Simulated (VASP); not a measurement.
A run of VASP 6.6.1:

INCAR

```
  ALGO = Normal
  EDIFF = 1E-6
  ENCUT = 1340
  GGA = PE
  GGA_COMPAT = False
  ISIF = 2
  ISMEAR = -1
  LASPH = True
  LCHARG = True
  LELF = True
  LREAL = False
  LVHAR = True
  LWAVE = False
  NBANDS = 28
  NELM = 120
  PREC = Accurate
  SIGMA = 0.1
```

KPOINTS

```
k-points
0
Gamma
  6 6 6
```

The input POSCAR:

```
BaTiO3
1.0
    4.0294103800      0.0000000000      0.0000000000
    0.0000000000      4.0294103800      0.0000000000
    0.0000000000      0.0000000000      4.0294103800
Ba Ti O
1 1 3
Direct
    0.5000000000      0.5000000000      0.5000000000
    0.0000000000      0.0000000000      0.0000000000
    0.5000000000      0.0000000000      0.0000000000
    0.0000000000      0.5000000000      0.0000000000
    0.0000000000      0.0000000000      0.5000000000
```

Potentials or basis: VASP PAW PBE potentials, release 64 (Ba_sv, Ti_sv, O_h).

Command:

```console
$ cat potpaw_PBE.64/Ba_sv/POTCAR potpaw_PBE.64/Ti_sv/POTCAR potpaw_PBE.64/O_h/POTCAR > POTCAR
$ mpirun -np 1 vasp_std > vasp.out
```

Hardware: 1 thread of Intel(R) Xeon(R) Platinum 8488C (Sapphire Rapids) (shared host).

**Question.** Estimate the wall time of this run.

**Answer.** Run time: 2.1 min on 1 thread of Intel(R) Xeon(R) Platinum 8488C (Sapphire Rapids) (shared host), peak memory 0.42 GiB. Counts: scf iterations 16, k points 20.
